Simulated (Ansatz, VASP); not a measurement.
One calculation of BP, two programs

File POSCAR:

```
BP
1.0
    0.0000000000      2.2690000000      2.2690000000
    2.2690000000      0.0000000000      2.2690000000
    2.2690000000      2.2690000000      0.0000000000
P B
1 1
Direct
    0.7500000000      0.7500000000      0.7500000000
    0.0000000000      0.0000000000      0.0000000000
```

Contents of INCAR.step1:

```
SYSTEM = BP
PREC = Accurate ; ENCUT = 520
EDIFF = 1E-5 ; ISMEAR = -1
SIGMA = 0.05 ; LREAL = .FALSE.
LASPH = .TRUE. ; NELM = 100
ALGO = Normal ; ISIF = 2
LWAVE = .TRUE. ; GGA = PE
NBANDS = 11
```

INCAR.step2

```
SYSTEM = BP
PREC = Accurate ; ENCUT = 520
EDIFF = 1E-7 ; ISMEAR = -1
SIGMA = 0.05 ; LREAL = .FALSE.
LASPH = .TRUE. ; NELM = 100
ALGO = Normal ; ISIF = 2
LWAVE = .FALSE. ; LCHARG = .TRUE.
GGA = PE ; LHFCALC = .TRUE.
HFSCREEN = 0.2079 ; PRECFOCK = Normal
LELF = .TRUE. ; LVHAR = .TRUE.
ISTART = 1 ; NBANDS = 11
```

File KPOINTS:

```
regular mesh
0
G
  8 8 8
  0 0 0
```

Contents of input.yaml:

```yaml
crystal:
  lattice:
    - [0.0, 2.269, 2.269]
    - [2.269, 0.0, 2.269]
    - [2.269, 2.269, 0.0]
  atoms:
    - { symbol: P, position: [0.75, 0.75, 0.75] }
    - { symbol: B, position: [0.0, 0.0, 0.0] }
kpoints:
  mp_grid: { grid: [8, 8, 8] }
scf:
  occupations: { method: fermi_dirac, width: 0.05 }
hamiltonian:
  xc: hse06
  pseudopotentials: { kind: all_electron, datasets: crystal }
output:
  forces: true
  stress: true
```

Alike in both runs: task single point; functional HSE06; k mesh 8 × 8 × 8; occupations fermi-dirac, width 0.05 eV; no spin polarisation.

```csv
,VASP,Ansatz
version,VASP 6.6.1,Ansatz 0.2.0
potentials or method,"VASP PAW PBE potentials, release 64 (P, B), cutoff 520 eV",all-electron PAW datasets made for the crystal
```

Ansatz gave:

```
gap on the k mesh at the Fermi level (eV) : 2.00
least direct gap on the mesh (eV)         : 4.34
pressure (GPa)                            : -1.7
```

Estimate VASP's values.

gap on the k mesh at the Fermi level (eV): 2.00; least direct gap on the mesh (eV): 4.33; pressure (GPa): -2.1.

Ansatz ran all-electron here, and VASP with PAW potentials.
